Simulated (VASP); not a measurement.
Runs of VASP 6.6.1 on Ir. The structure is that of space group Fm-3m (No. 225), or close to it. The cells are those of the table. 

```csv
task,cell,k mesh,cutoff (eV),gap on the mesh (eV),pressure (GPa),relaxed volume (Å³/atom)
single point,"a = 2.737 Å, angles 60.0°, 1 atom",18 × 18 × 18,520,none,(a),-
relaxation of cell and atoms,"relaxed from a = 2.695 Å, angles 60.0°, 1 atom",8 × 8 × 8,600,none,-0.1,14.58
single point,"a = 2.741 Å, angles 60.0°, 1 atom",8 × 8 × 8,520,none,0.1,-
relaxation of cell and atoms,"relaxed from a = 2.741 Å, angles 60.0°, 1 atom",18 × 18 × 18,600,none,0.0,14.52
```

Alike in all rows: level PBE; potentials or basis VASP PAW PBE potentials, release 64 (Ir); no spin polarisation; smearing gaussian 0.1 eV.

**Question.** Estimate the missing entries.

**Answer.** (a) 0.5.

Caveats: spin-orbit coupling is left out, which moves the levels of the heavy elements.

A k mesh can miss the band edges, and the runs leave out spin-orbit coupling on Ir.

A gap of «none» marks levels without a gap at the run's occupations.
